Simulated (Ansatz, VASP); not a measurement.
## SiC: VASP beside Ansatz

INCAR

```
SYSTEM = SiC
PREC     = Accurate       ! precision mode
ENCUT    = 600            ! plane-wave cutoff, eV
EDIFF    = 1E-7           ! SCF threshold, eV
ISMEAR   = 0              ! smearing method
SIGMA    = 0.02           ! smearing width, eV
LREAL    = .False.        ! projectors in reciprocal space
LASPH    = .True.         ! aspherical terms in the spheres
NELM     = 120            ! most SCF steps
ALGO     = Normal         ! electronic algorithm
ISIF     = 3              ! what is computed and relaxed
LWAVE    = .False.        ! write WAVECAR
LCHARG   = .False.        ! write CHGCAR
GGA      = PE             ! functional
IBRION   = 2              ! ionic algorithm
NSW      = 100            ! ionic steps
EDIFFG   = -0.002         ! ionic threshold
GGA_COMPAT= .False.      
NELMIN   = 4
```

File KPOINTS:

```
regular mesh
0
Gamma
  10 10 10
  0 0 0
```

Contents of POSCAR:

```
SiC
1.0
    0.0000000000      2.1790000000      2.1790000000
    2.1790000000      0.0000000000      2.1790000000
    2.1790000000      2.1790000000      0.0000000000
Si C
1 1
Direct
    0.0000000000      0.0000000000      0.0000000000
    0.2500000000      0.2500000000      0.2500000000
```

Input for Ansatz:

```yaml
crystal:
  lattice:
    - [0.0, 2.179, 2.179]
    - [2.179, 0.0, 2.179]
    - [2.179, 2.179, 0.0]
  atoms:
    - { symbol: Si, position: [0.0, 0.0, 0.0] }
    - { symbol: C, position: [0.25, 0.25, 0.25] }
basis:
  ecutwfc: 420
kpoints:
  mp_grid: { grid: [10, 10, 10] }
hamiltonian:
  xc: pbe
scf:
  occupations: { method: gaussian, width: 0.02 }
output:
  forces: true
  stress: true
  eigenvalues: true
  write_density: true
  write_potential: true
  elf: true
  volumetric_format: npy
relax:
  adjacent_minimum: "off"
  f_tol: 0.002
  max_steps: 80
  cell: { stress_tol: 0.02 }
```

Alike in both runs: task relaxation of cell and atoms; functional PBE; k mesh 10 × 10 × 10; occupations gaussian, width 0.02 eV; no spin polarisation.

```csv
,VASP,Ansatz
version,VASP 6.6.1,Ansatz 0.2.0
potentials or method,"VASP PAW PBE potentials, release 64 (Si, C), cutoff 600 eV","scalar-relativistic, plane waves, PAW"
valence electrons in the cell,8,8
```

|  | VASP | Ansatz | Ansatz less VASP |
| --- | --- | --- | --- |
| gap on the k mesh at the Fermi level, each at its own relaxed structure (eV) | 1.37 | 1.37 | +0.003 |
| relaxed volume (Å³/atom) | 10.49 | 10.50 | +0.009 |
| relaxed length of the cell vector where the two differ most in proportion (Å) | 3.096 | 3.097 | +0.0009 |
